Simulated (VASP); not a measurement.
A run of VASP 6.6.1 is set up as follows.

INCAR

```
ALGO = Normal
EDIFF = 1E-6
ENCUT = 520
ISIF = 2
ISMEAR = -1
LASPH = True
LCHARG = False
LREAL = False
LWAVE = False
NBANDS = 34
NELM = 80
PREC = Accurate
SIGMA = 0.1
```

File KPOINTS:

```
k-points
0
Gamma
  12 12 4
```

POSCAR

```
Tl
1.0
    3.5083621115      0.0000000000      0.0000000000
   -1.7541810558      3.0383307142      0.0000000000
    0.0000000000      0.0000000000     11.3999351895
Tl
4
Direct
    1.0000000000      1.0000000000      0.0000000000
    1.0000000000      1.0000000000      0.5000000000
    0.3333333333      0.6666666667      0.2500000000
    0.6666666667      0.3333333333      0.7500000000
```

Potentials or basis: VASP PAW LDA potentials, release 64 (Tl_d).

Launch:

```sh
$ cat potpaw_LDA.64/Tl_d/POTCAR > POTCAR
$ mpirun -np 1 vasp_std > vasp.out
```

Predict the pressure.

-3.5 GPa.

Estimate the band gap on the k mesh.

zero (bands 26 and 27 overlap by 4.11 eV).

Stress tensor (GPa, compression positive):
```
-3.49  0.00  0.00
 0.00 -3.49  0.00
 0.00  0.00 -3.57
```

Caveat: the cell stands under tension; spin-orbit coupling is left out, which moves the levels of the heavy elements.
